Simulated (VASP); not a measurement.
Li2Pt, 3 atoms in the cell. The typed cell holds 3 atoms: a = 4.186 Å, b = 4.204 Å, c = 2.661 Å, α = 90.21°, β = 90.57°, γ = 120.43°.  This cell differs from its parent crystal: equal xy, yz and zx shear strains of -1 %.

- Program: VASP 6.6.1
- Task: electric field gradients
- Functional: LDA
- Potentials or basis: VASP PAW LDA potentials, release 64 (Li_sv, Pt)
- Cutoff: 520 eV
- k mesh: 9 × 9 × 12
- Occupations: fermi-dirac, width 0.03 eV
- Spin: no spin polarisation
- Dipole correction: no
- Further INCAR settings: ALGO = Normal; EDIFF = 1e-08; NBANDS = 15

Potentials or basis: VASP PAW LDA potentials, release 64 (Li_sv, Pt).

Command:

```sh
$ cat potpaw_LDA.64/Li_sv/POTCAR potpaw_LDA.64/Pt/POTCAR > POTCAR
$ mpirun -np 1 vasp_std > vasp.out
```

Hardware: 1 thread of Intel(R) Xeon(R) Platinum 8259CL CPU @ 2.50GHz (Skylake/Cascade Lake), with other jobs on the host.

Question: Estimate the wall time of this run.

Answer: It took 3 min on 1 thread of Intel(R) Xeon(R) Platinum 8259CL CPU @ 2.50GHz (Skylake/Cascade Lake), with other jobs on the host, peak memory 0.37 GiB. Counts: scf iterations 13, k points 487.
